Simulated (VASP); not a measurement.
Set up this calculation in VASP 6.6.1, as the native input.

| Quantity | Value |
| --- | --- |
| Task | electric field gradients |
| Functional | RPBE |
| Potentials or basis | VASP PAW PBE potentials, release 64 (Ca_sv, O) |
| Cutoff | 520 eV |
| k mesh | 9 × 9 × 9 |
| Occupations | fermi-dirac, width 0.03 eV |
| Spin | no spin polarisation |
| Dipole correction | no |
| Further INCAR settings | ALGO = Normal; EDIFF = 1e-08; NBANDS = 15 |

The structure of CaO lies in POSCAR:

```
CaO
1.0
   -0.0979600000      2.4000200000      2.4000200000
    2.4000200000     -0.0979600000      2.4000200000
    2.4000200000      2.4000200000     -0.0979600000
Ca O
1 1
Direct
    0.0000000000      0.0000000000      0.0000000000
    0.5000000000      0.5000000000      0.5000000000
```

The input as run:

INCAR

```
SYSTEM = CaO
PREC = Accurate
ENCUT = 520
EDIFF = 1E-8
ISMEAR = -1
SIGMA = 0.03
LREAL = .False.
LASPH = .True.
NELM = 100
ALGO = Normal
ISIF = 2
LWAVE = .False.
LCHARG = .False.
GGA = RP
LEFG = .True.
NBANDS = 15
```

KPOINTS

```
regular mesh
0
Gamma
  9 9 9
  0 0 0
```

Potentials or basis: VASP PAW PBE potentials, release 64 (Ca_sv, O).

Run with:

```bash
$ cat potpaw_PBE.64/Ca_sv/POTCAR potpaw_PBE.64/O/POTCAR > POTCAR
$ mpirun -np 1 vasp_std > vasp.out
```

Results of the run:

```yaml
Pressure: 0.0 GPa
Band_gap_on_the_k_mesh: 3.65 eV (least direct gap 4.07 eV)
Largest_electric_field_gradient_by_atom: Ca +10.9; O -5.7 V/Å²
```

Caveat: without QUAD_EFG the Cq values of the log hold for a quadrupole moment of 1 mb, not for the nuclei; the PAW data sets were made with another functional, which shifts forces and pressure a little.

Wall time 41 s on 1 thread of Intel(R) Xeon(R) Platinum 8259CL CPU @ 2.50GHz (Skylake/Cascade Lake), with other jobs on the host, peak memory 0.18 GiB.
